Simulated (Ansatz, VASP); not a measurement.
# LiF in VASP and in Ansatz

Contents of INCAR:

```
SYSTEM = LiF
PREC = Accurate ; ENCUT = 520
EDIFF = 1E-6 ; ISMEAR = 0
SIGMA = 0.05 ; LREAL = .FALSE.
LASPH = .TRUE. ; NELM = 80
ALGO = Normal ; ISIF = 2
LWAVE = .FALSE. ; LCHARG = .TRUE.
GGA = PE ; LELF = .TRUE.
LVHAR = .TRUE. ; NBANDS = 18
```

File KPOINTS:

```
Automatic mesh
0
G
  9 9 6
  0 0 0
```

The input POSCAR:

```
LiF
1.0
    3.1649691785      0.0000000000      0.0000000000
   -1.5824845892      2.7409437108      0.0000000000
    0.0000000000      0.0000000000      4.3993071581
Li F
2 2
Direct
    0.3333333333      0.6666666667      0.3810713234
    0.6666666667      0.3333333333      0.8810713234
    0.3333333333      0.6666666667      0.9939266766
    0.6666666667      0.3333333333      0.4939266766
```

Input for Ansatz:

```yaml
crystal:
  lattice:
    - [3.1649691785, 0.0, 0.0]
    - [-1.5824845892, 2.7409437108, 0.0]
    - [0.0, 0.0, 4.3993071581]
  atoms:
    - { symbol: Li, position: [0.3333333333, 0.6666666667, 0.3810713234] }
    - { symbol: Li, position: [0.6666666667, 0.3333333333, 0.8810713234] }
    - { symbol: F, position: [0.3333333333, 0.6666666667, 0.9939266766] }
    - { symbol: F, position: [0.6666666667, 0.3333333333, 0.4939266766] }
basis:
  ecutwfc: 520.0
kpoints:
  mp_grid: { grid: [9, 9, 6] }
hamiltonian:
  xc: pbe
scf:
  occupations: { method: gaussian, width: 0.05 }
output:
  forces: true
  stress: true
  eigenvalues: true
```

Alike in both runs: task single point; functional PBE; k mesh 9 × 9 × 6; occupations gaussian, width 0.05 eV; no spin polarisation.

```csv
,VASP,Ansatz
version,VASP 6.6.1,Ansatz 0.2.0
potentials or method,"VASP PAW PBE potentials, release 64 (Li_sv, F), cutoff 520 eV","scalar-relativistic, plane waves, PAW"
valence electrons in the cell,20,20
```

Ansatz gave:

```
gap on the k mesh at the Fermi level (eV) : 7.91
least direct gap on the mesh (eV)         : 7.91
rms of the force components (eV/Å)        : 0.471
```

What did VASP give for the same quantities?

gap on the k mesh at the Fermi level (eV): 7.89; least direct gap on the mesh (eV): 7.89; rms of the force components (eV/Å): 0.499.

Atom by atom the forces differ by 0.028 eV/Å (rms over components). The functional is the same, so the differences come from potentials, cutoffs and numerics.

Noted on VASP's run: the cutoff is short for stress, so the pressure is rough.
